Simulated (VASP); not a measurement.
Si3Ge:

```
CELL_PARAMETERS angstrom
3.88810 0.00000 0.00000
0.00000 3.88810 0.00000
0.00000 0.00000 5.48368
ATOMIC_POSITIONS crystal
Si 0.50000 0.00000 0.75488
Si 0.50000 0.50000 0.00000
Si 0.00000 0.50000 0.24512
Ge 0.00000 0.00000 0.50000
```

Base run:

| Property | Result |
| --- | --- |
| Program | VASP 6.6.1 |
| Functional | r2SCAN |
| Potentials or basis | VASP PAW PBE potentials, release 64 (Si, Ge_d) |
| Cutoff | 520 eV |
| k mesh | 6 × 6 × 4 |
| Occupations | gaussian, width 0.01 eV |
| Spin | no spin polarisation |

Its results: band gap on the k mesh 0.58 eV (least direct gap 0.85 eV); pressure -0.1 GPa; largest force 0.020 eV/Å.

**Question.** The run is repeated on the same cell with these changes: functional from r2SCAN to PBE. What comes out?

**Answer.** Band gap on the k mesh 0.38 eV (least direct gap 0.64 eV); pressure 1.7 GPa; largest force 0.088 eV/Å.

Caveats: the PAW data sets were made with another functional, which shifts forces and pressure a little (at least some runs).

A k mesh can miss the band edges.
